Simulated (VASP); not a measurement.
Ti5Si, 6 atoms in the cell. The typed cell holds 6 atoms: a = 5.350 Å, b = 5.288 Å, c = 5.276 Å, α = 56.77°, β = 56.68°, γ = 57.43°. 

| Item | Value |
| --- | --- |
| Program | VASP 6.6.1 |
| Task | single point |
| Functional | PBEsol |
| Potentials or basis | VASP PAW PBE potentials, release 64 (Ti_sv, Si) |
| Cutoff | 520 eV |
| k mesh | 2 × 2 × 2 |
| Occupations | gaussian, width 0.1 eV |
| Spin | no spin polarisation |
| Dipole correction | no |
| Further INCAR settings | ALGO = Fast; EDIFF = 1e-06; NBANDS = 41 |

Potentials or basis: VASP PAW PBE potentials, release 64 (Ti_sv, Si).

Command:

```console
$ cat potpaw_PBE.64/Ti_sv/POTCAR potpaw_PBE.64/Si/POTCAR > POTCAR
$ mpirun -np 1 vasp_std > vasp.out
```

Hardware: 1 thread of Intel(R) Xeon(R) Platinum 8259CL CPU @ 2.50GHz (Skylake/Cascade Lake), with other jobs on the host.

**Question.** How long does it take, and how much memory?

**Answer.** Wall time 2.8 min on 1 thread of Intel(R) Xeon(R) Platinum 8259CL CPU @ 2.50GHz (Skylake/Cascade Lake) (shared host), peak memory 0.24 GiB. Counts: scf iterations 42, k points 8.
